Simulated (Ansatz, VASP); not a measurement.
# Two plane-wave programs on Si

File INCAR:

```
PREC = Accurate ; ENCUT = 520
EDIFF = 1E-7 ; ISMEAR = 0
SIGMA = 0.15 ; LREAL = F
LASPH = T ; NELM = 60
ALGO = Normal ; ISIF = 2
LWAVE = F ; LCHARG = T
LELF = T ; LVHAR = T
NBANDS = 26
```

File KPOINTS:

```
Automatic mesh
0
Gamma
  8 8 8
```

Contents of POSCAR:

```
Si
1.0
   -3.2836945433      3.2836945433      3.2836945433
    3.2836945433     -3.2836945433      3.2836945433
    3.2836945433      3.2836945433     -3.2836945433
Si
8
Direct
    0.2162111279      0.2162111279      0.2162111279
    0.5000000000      0.0000000000      0.2955162915
    0.2955162915      0.5000000000      0.0000000000
    0.0000000000      0.2955162915      0.5000000000
    0.7955162915      0.7955162915      0.7955162915
    0.5000000000      0.0000000000      0.7044837085
    0.7044837085      0.5000000000      0.0000000000
    0.0000000000      0.7044837085      0.5000000000
```

Input for Ansatz:

```yaml
crystal:
  lattice:
    - [-3.2836945433, 3.2836945433, 3.2836945433]
    - [3.2836945433, -3.2836945433, 3.2836945433]
    - [3.2836945433, 3.2836945433, -3.2836945433]
  atoms:
    - { symbol: Si, position: [0.2162111279, 0.2162111279, 0.2162111279] }
    - { symbol: Si, position: [0.5, 0.0, 0.2955162915] }
    - { symbol: Si, position: [0.2955162915, 0.5, 0.0] }
    - { symbol: Si, position: [0.0, 0.2955162915, 0.5] }
    - { symbol: Si, position: [0.7955162915, 0.7955162915, 0.7955162915] }
    - { symbol: Si, position: [0.5, 0.0, 0.7044837085] }
    - { symbol: Si, position: [0.7044837085, 0.5, 0.0] }
    - { symbol: Si, position: [0.0, 0.7044837085, 0.5] }
basis:
  ecutwfc: 420
kpoints:
  mp_grid: { grid: [8, 8, 8] }
hamiltonian:
  xc: lda
scf:
  occupations: { method: gaussian, width: 0.15 }
output:
  forces: true
  stress: true
  eigenvalues: true
```

Alike in both runs: task single point; functional LDA; k mesh 8 × 8 × 8; occupations gaussian, width 0.15 eV; no spin polarisation.

|  | VASP | Ansatz |
| --- | --- | --- |
| version | VASP 6.6.1 | Ansatz 0.2.0 |
| potentials or method | VASP PAW LDA potentials, release 64 (Si), cutoff 520 eV | scalar-relativistic, plane waves, PAW |
| valence electrons in the cell | 32 | 32 |

```tsv
	VASP	Ansatz	Ansatz less VASP
gap on the k mesh at the Fermi level (eV)	none	none	-
pressure (GPa)	-0.3	-0.3	-0.05
traceless stress, the component that is largest in VASP (GPa)	-0.45	-0.45	+0.002
rms of the force components (eV/Å)	0.123	0.124	+0.0014
```

LDA's correlation is that of Perdew and Zunger in VASP and of Perdew and Wang (1992) in Ansatz. Atom by atom the forces differ by 0.004 eV/Å (rms over components). A gap of «none» marks a metal or a gap that the smearing closes.
